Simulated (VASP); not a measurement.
# AlGa2P3 (an interface model) in VASP: a series of runs

The runs below take AlGa2P3 (an interface model) through single point, with PBEsol, LDA, RPBE.

Everything below comes from runs of VASP 6.6.1. Logs are shortened: lines on timing, memory, paths and dates and some standing lists are left out, and cuts for length are marked.

## Step 1: The cell of the first run

The cell holds layers of an interface, 12 atoms: a = 3.846 Å, b = 5.438 Å, c = 11.576 Å, α = 90.00°, β = 90.00°, γ = 90.00°.

## Step 2: Single point, PBEsol

File INCAR:

```
SYSTEM = AlGa2P3
PREC = Accurate ; ENCUT = 520
EDIFF = 1E-7 ; ISMEAR = -1
SIGMA = 0.05 ; LREAL = .FALSE.
LASPH = .TRUE. ; NELM = 60
ALGO = Normal ; ISIF = 2
LWAVE = .FALSE. ; LCHARG = .FALSE.
GGA = PS ; NBANDS = 56
```

File KPOINTS:

```
Automatic mesh
0
G
  4 3 1
  0 0 0
```

File POSCAR:

```
AlGa2P3
1.0
    2.7192440000     -2.7192440000      0.0000000000
    0.0000000000      0.0000000000      5.4384880000
   -8.1853050000     -8.1853050000      0.0000000000
Al Ga P
2 4 6
Direct
    0.9894410000      0.9973680000      0.6653230000
    0.5069280000      0.4965370000      0.8292280000
    0.9880710000      0.9942000000      0.0009220000
    0.9998180000      0.9988250000      0.3358230000
    0.4978470000      0.4955900000      0.4988550000
    0.5013480000      0.4990970000      0.1670980000
    0.9999430000      0.2467800000      0.5008160000
    0.9973350000      0.2446360000      0.8333190000
    0.0013290000      0.2507920000      0.1656250000
    0.4996180000      0.7490600000      0.3321280000
    0.4967290000      0.7516280000      0.6665190000
    0.5051050000      0.7489230000      0.0007930000
```

Potentials or basis: VASP PAW PBE potentials, release 64 (Al, Ga_d, P).

Launch:

```
$ cat potpaw_PBE.64/Al/POTCAR potpaw_PBE.64/Ga_d/POTCAR potpaw_PBE.64/P/POTCAR > POTCAR
$ mpirun -np 1 vasp_std > vasp.out
```

OUTCAR:

```text
SYSTEM = AlGa2P3
   PREC = Accurate
   ENCUT = 520
   EDIFF = 1E-7
   ISMEAR = -1
   LREAL = .FALSE.
   LASPH = .TRUE.
   NELM = 60
   ISIF = 2
   GGA = PS

 ion  position               nearest neighbor table
   1  0.989  0.997  0.665-  11 2.32   7 2.34   8 2.36  11 2.36
   2  0.507  0.497  0.829-   8 2.33  11 2.34   8 2.39  12 2.41
   3  0.988  0.994  0.001-  12 2.29   9 2.36   8 2.37  12 2.39
   4  1.000  0.999  0.336-   7 2.34  10 2.35  10 2.36   9 2.40
   5  0.498  0.496  0.499-   7 2.34   7 2.36  10 2.37  11 2.39
   6  0.501  0.499  0.167-  10 2.34   9 2.35   9 2.35  12 2.36
   7  1.000  0.247  0.501-   4 2.34   1 2.34   5 2.34   5 2.36
   8  0.997  0.245  0.833-   2 2.33   1 2.36   3 2.37   2 2.39
   9  0.001  0.251  0.166-   6 2.35   6 2.35   3 2.36   4 2.40
  10  0.500  0.749  0.332-   6 2.34   4 2.35   4 2.36   5 2.37
  11  0.497  0.752  0.667-   1 2.32   2 2.34   1 2.36   5 2.39
  12  0.505  0.749  0.001-   3 2.29   6 2.36   3 2.39   2 2.41

  LATTYP: Found a simple orthorhombic cell.
 ALAT       =     3.8455917442
 B/A-ratio  =     1.4142135624
 C/A-ratio  =     3.0101399507

  Lattice vectors:

 A1 = (   2.7192440000,  -2.7192440000,   0.0000000000)
 A2 = (   0.0000000000,   0.0000000000,   5.4384880000)
 A3 = (  -8.1853050000,  -8.1853050000,   0.0000000000)

Analysis of symmetry for initial positions (statically):
=====================================================================
 Subroutine PRICEL returns:
 Original cell was already a primitive cell.

 Routine SETGRP: Setting up the symmetry group for a
 simple orthorhombic supercell.

 Subroutine GETGRP returns: Found  1 space group operations
 (whereof  1 operations were pure point group operations)
 out of a pool of  8 trial point group operations.

The static configuration has the point symmetry C_1 .

Analysis of symmetry for dynamics (positions and initial velocities):
=====================================================================
 Subroutine PRICEL returns:
 Original cell was already a primitive cell.

 Routine SETGRP: Setting up the symmetry group for a
 simple orthorhombic supercell.

 Subroutine GETGRP returns: Found  1 space group operations
 (whereof  1 operations were pure point group operations)
 out of a pool of  8 trial point group operations.

The dynamic configuration has the point symmetry C_1 .

[... 108 lines left out ...]
   POTIM  = 0.5000    time-step for ionic-motion
   TEBEG  =    0.0;   TEEND  =   0.0 temperature during run
   PSTRESS=    0.0 pullay stress
   NELECT =      88.0000    total number of electrons
   NUPDOWN=      -1.0000    fix difference up-down
   EMIN   =  10.00;   EMAX   =-10.00  energy-range for DOS
   EFERMI =   0.00;   METHOD = LEGACY
   ISMEAR =    -1;   SIGMA  =   0.05  broadening in eV -4-tet -1-fermi 0-gaus
   EFERMI_NEDOS =   21; number of points for ismear=-14 and -15
   IALGO  =     38    algorithm
   IMIX   =      4    mixing-type and parameters
     AMIX     =   0.40;   BMIX     =  1.00
     AMIX_MAG =   1.60;   BMIX_MAG =  1.00
  volume/ion in A,a.u.               =      20.17       136.15
  Fermi-wavevector in a.u.,A,eV,Ry     =   1.168347  2.207856 18.572436  1.365036
  Thomas-Fermi vector in A             =   2.304835
   LORBIT       =      0    0 simple, 1 ext, 2 COOP (PROOUT), +10 PAW based schemes
   GGA     = PS    functional components
   LHFCALC =     F    Hartree Fock is set to
   AEXX    =    0.0000 exact exchange contribution
   IVDW    =     0    specifies the selected vdW correction
   LEPSILON=     F    determine dielectric tensor
   LRPA    =     F    only Hartree local field effects (RPA)
 non-spin polarized calculation
  energy-cutoff  :      520.00
  volume of cell :      242.10
 maximum number of plane-waves:      6532
 NGX is ok and might be reduce to    30
   NGX = 15   NGY = 21   NGZ = 43

 number of electron      88.0000014 magnetization

 Free energy of the ion-electron system (eV)
  ---------------------------------------------------
  ext. energy  EPLUGINS =         0.00000000
  ---------------------------------------------------
  free energy    TOTEN  =       -60.98128076 eV

  energy without entropy =      -60.98128033  energy(sigma->0) =      -60.98128054

 E-fermi :   5.3780     XC(G=0):  -9.8129

 val. band max:        4.6861723092   @ k =   0.0000   0.0000   0.0000
 cond. band min:       6.0406376201   @ k =   0.0000   0.0000   0.0000
 fundamental gap:      1.3544653109
 Fermi energy:         5.3779735532

 k-point     1 :       0.0000    0.0000    0.0000
  band No.  band energies     occupation
      1      -9.9099      2.00000
      2      -9.8637      2.00000
      3      -9.8476      2.00000
      4      -9.8308      2.00000
      5      -9.8119      2.00000
      6      -9.7880      2.00000
[... 402 lines left out ...]
     55       9.4831      0.00000
     56       9.5526      0.00000

------------------------ aborting loop because EDIFF is reached ----------------------------------------

  FORCE on cell =-STRESS in cart. coord.  units (eV):
  Direction    XX          YY          ZZ          XY          YZ          ZX
  --------------------------------------------------------------------------------------
  -------------------------------------------------------------------------------------
  Total        1.7755677      1.8133027     -0.7088568      0.2771782     -0.2404384      0.5596449
  in kB       11.7505071     12.0002330     -4.6911342      1.8343340     -1.5911942      3.7036671
  external PRESSURE =       6.3532020 kB  Pullay stress =       0.0000000 kB

 VOLUME and BASIS-vectors are now :
 -----------------------------------------------------------------------------
  energy-cutoff  :      520.00
  volume of cell :      242.10
      direct lattice vectors                 reciprocal lattice vectors
     2.719244000 -2.719244000  0.000000000     0.183874636 -0.183874636  0.000000000
     0.000000000  0.000000000  5.438488000     0.000000000  0.000000000  0.183874636
    -8.185305000 -8.185305000  0.000000000    -0.061085079 -0.061085079  0.000000000

 POSITION                                       TOTAL-FORCE (eV/Angst)
 -----------------------------------------------------------------------------------
     -2.75534     -8.13640      5.42417         0.050351     -0.377774      0.102592
     -5.40902     -8.16595      2.70041        -0.602636     -0.145704      0.055272
      2.67926     -2.69435      5.40694         0.430575     -0.452114      0.251025
     -0.03006     -5.46756      5.43210         0.288578      0.286637      0.060102
     -2.72951     -5.43705      2.69526         0.048506     -0.066347      0.245054
     -0.00446     -2.73104      2.71433         0.104359      0.077699     -0.029085
     -1.38024     -6.81842      1.34211         0.030315      0.151273      0.133942
     -4.10897     -9.53297      1.33045         0.227324     -0.204814      0.022305
     -1.35208     -1.35931      1.36393        -0.210589     -0.178114     -0.201701
     -1.35999     -4.07715      4.07375        -0.187130     -0.175166     -0.044006
     -4.10493     -6.80639      4.08772         0.088701      0.456177     -0.268818
      1.36701     -1.37999      4.07301        -0.268353      0.628247     -0.326683
 -----------------------------------------------------------------------------------
    total drift:                                0.000242      0.000323      0.001612

  FREE ENERGIE OF THE ION-ELECTRON SYSTEM (eV)
  ---------------------------------------------------
  free  energy   TOTEN  =       -60.9812807599 eV

  energy  without entropy=      -60.9812803266  energy(sigma->0) =      -60.98128054
```

OSZICAR:

```text
N       E                     dE             d eps       ncg     rms          rms(c)
DAV:   1     0.782746865672E+03    0.78275E+03   -0.38183E+04   896   0.205E+03
DAV:   2     0.793834666107E+02   -0.70336E+03   -0.67199E+03   832   0.588E+02
DAV:   3    -0.532318845688E+02   -0.13262E+03   -0.12785E+03   896   0.172E+02
DAV:   4    -0.627243191147E+02   -0.94924E+01   -0.94210E+01  1040   0.470E+01
DAV:   5    -0.630064188423E+02   -0.28210E+00   -0.28174E+00  1120   0.806E+00    0.105E+01
DAV:   6    -0.612503475065E+02    0.17561E+01   -0.30522E+00  1208   0.169E+01    0.639E+00
DAV:   7    -0.609958074572E+02    0.25454E+00   -0.18894E+00   944   0.583E+00    0.225E+00
DAV:   8    -0.609783684434E+02    0.17439E-01   -0.26782E-01  1016   0.624E+00    0.746E-01
DAV:   9    -0.609805950732E+02   -0.22266E-02   -0.32998E-02  1008   0.301E+00    0.213E-01
DAV:  10    -0.609808910126E+02   -0.29594E-03   -0.62442E-03  1152   0.124E+00    0.931E-02
DAV:  11    -0.609812447184E+02   -0.35371E-03   -0.24227E-03   912   0.338E-01    0.247E-02
DAV:  12    -0.609812715930E+02   -0.26875E-04   -0.23649E-04  1152   0.141E-01    0.208E-02
DAV:  13    -0.609812768603E+02   -0.52673E-05   -0.37646E-05   912   0.959E-02    0.994E-03
DAV:  14    -0.609812801333E+02   -0.32730E-05   -0.16480E-05  1104   0.449E-02    0.494E-03
DAV:  15    -0.609812806582E+02   -0.52488E-06   -0.39035E-06   976   0.275E-02    0.186E-03
DAV:  16    -0.609812807709E+02   -0.11270E-06   -0.59315E-07   848   0.125E-02    0.762E-04
DAV:  17    -0.609812807599E+02    0.11056E-07   -0.14797E-07   616   0.624E-03
   1 F= -.60981281E+02 E0= -.60981281E+02  d E =-.433216E-06
```

stdout:

```text
POSCAR found type information on POSCAR AlGaP
 POSCAR found :  3 types and      12 ions
 scaLAPACK will be used
 -----------------------------------------------------------------------------
|                                                                             |
|                                                                             |
|     You enforced a specific xc type in the INCAR file but a different       |
|     I HOPE YOU KNOW WHAT YOU ARE DOING!                                     |
|                                                                             |
 -----------------------------------------------------------------------------

 LDA part: xc-table for (Slater+PW92), standard interpolation
 POSCAR, INCAR and KPOINTS ok, starting setup
 FFT: planning ... GRIDC
 FFT: planning ... GRID_SOFT
 FFT: planning ... GRID
 WAVECAR not read
 entering main loop
```

Wall time 1.7 min (1 thread of AMD EPYC 7R13 (Zen 3), shared host); peak memory 0.31 GiB.

Results:

```yaml
Free_energy: -60.9813 eV
Pressure: 0.6 GPa
Largest_force: 0.757 eV/Å
Band_gap_on_the_k_mesh: 1.35 eV
```

Forces on the atoms (eV/Å):
```
Al   0.050 -0.378  0.103
Al  -0.603 -0.146  0.055
Ga   0.431 -0.452  0.251
Ga   0.289  0.287  0.060
Ga   0.049 -0.066  0.245
Ga   0.104  0.078 -0.029
P    0.030  0.151  0.134
P    0.227 -0.205  0.022
P   -0.211 -0.178 -0.202
P   -0.187 -0.175 -0.044
P    0.089  0.456 -0.269
P   -0.268  0.628 -0.327
```

Caveat: the k points lie up to 0.54 Å⁻¹ apart; the PAW data sets were made with another functional, which shifts forces and pressure a little.

(Continued in part 2 of 2.)
